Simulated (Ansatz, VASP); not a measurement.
**Two plane-wave programs on Sb6Au**

```
Sb Au
1.0
     0.00000    5.53208    5.53208
     5.53208    0.00000    5.53208
     5.53208    5.53208    0.00000
Sb Au
6 1
Direct
  0.75000 0.25000 0.25000
  0.25000 0.75000 0.75000
  0.25000 0.75000 0.25000
  0.75000 0.25000 0.75000
  0.25000 0.25000 0.75000
  0.75000 0.75000 0.25000
  0.00000 0.00000 0.00000
```

Change from the starting cell: ordered vacancies on the cation sites of rhenium trioxide (Fm-3m, No. 225).

Alike in both runs: task relaxation of cell and atoms; functional PBE; k mesh 4 × 4 × 4; occupations gaussian, width 0.1 eV; no spin polarisation.

|  | VASP | Ansatz |
| --- | --- | --- |
| version | VASP 6.6.1 | Ansatz 0.2.0 |
| potentials or method | VASP PAW PBE potentials, release 64 (Sb, Au), cutoff 600 eV | scalar-relativistic, plane waves, PAW |
| valence electrons in the cell | 41 | 109 |

|  | VASP | Ansatz | Ansatz less VASP |
| --- | --- | --- | --- |
| gap on the k mesh at the Fermi level, each at its own relaxed structure (eV) | none | none | - |
| relaxed volume (Å³/atom) | 36.55 | 36.61 | +0.055 |
| relaxed length of the cell vector where the two differ most in proportion (Å) | 7.126 | 7.130 | +0.0036 |

A gap of «none» marks a metal or a gap that the smearing closes. VASP's potentials hold 41 valence electrons a cell and Ansatz's 109, so a difference there can come from the potentials and not from the codes.

Neither program's run includes spin-orbit coupling. Noted on VASP's run: the volume moved by over 15 % at a fixed basis, so the end points are rough.
